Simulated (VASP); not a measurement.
Set up this calculation in VASP 6.6.1, as the native input.

| Property | Result |
| --- | --- |
| Task | single point |
| Functional | LDA |
| Potentials or basis | VASP PAW LDA potentials, release 64 (Ta_pv, Bi_d) |
| Cutoff | 520 eV |
| k mesh | 11 × 11 × 11 |
| Occupations | fermi-dirac, width 0.05 eV |
| Spin | no spin polarisation |
| Dipole correction | no |
| Further INCAR settings | ALGO = Normal; EDIFF = 1e-07; NBANDS = 20 |

The structure of TaBi (CsCl type) lies in POSCAR:

```
TaBi
1.0
    3.2467124886      0.0000000000      0.0000000000
    0.0000000000      3.2467124886      0.0000000000
    0.0000000000      0.0000000000      3.2467124886
Ta Bi
1 1
Direct
    0.0000000000      0.0000000000      0.0000000000
    0.5000000000      0.5000000000      0.5000000000
```

This cell differs from its parent crystal: volume scaled by 0.84.

One way to write it, as run:

INCAR

```
SYSTEM = TaBi
PREC = Accurate
ENCUT = 520
EDIFF = 1E-7
ISMEAR = -1
SIGMA = 0.05
LREAL = .FALSE.
LASPH = .TRUE.
NELM = 100
ALGO = Normal
ISIF = 2
LWAVE = .FALSE.
LCHARG = .TRUE.
GGA = CA
LELF = .TRUE.
LVHAR = .TRUE.
NBANDS = 20
```

KPOINTS

```
Automatic mesh
0
G
  11 11 11
  0 0 0
```

Potentials or basis: VASP PAW LDA potentials, release 64 (Ta_pv, Bi_d).

Launch:

```sh
$ cat potpaw_LDA.64/Ta_pv/POTCAR potpaw_LDA.64/Bi_d/POTCAR > POTCAR
$ mpirun -np 1 vasp_std > vasp.out
```

It gave:

```yaml
Pressure: 38.8 GPa
Band_gap_on_the_k_mesh: zero (band 13 reaches 14.46 eV, above the bottom of band 14 at 11.38 eV)
```

Caveat: spin-orbit coupling is left out, which moves the levels of the heavy elements.

It took 13 s on 1 thread of Intel(R) Xeon(R) 6975P-C (Granite Rapids) (shared host), peak memory 0.15 GiB.
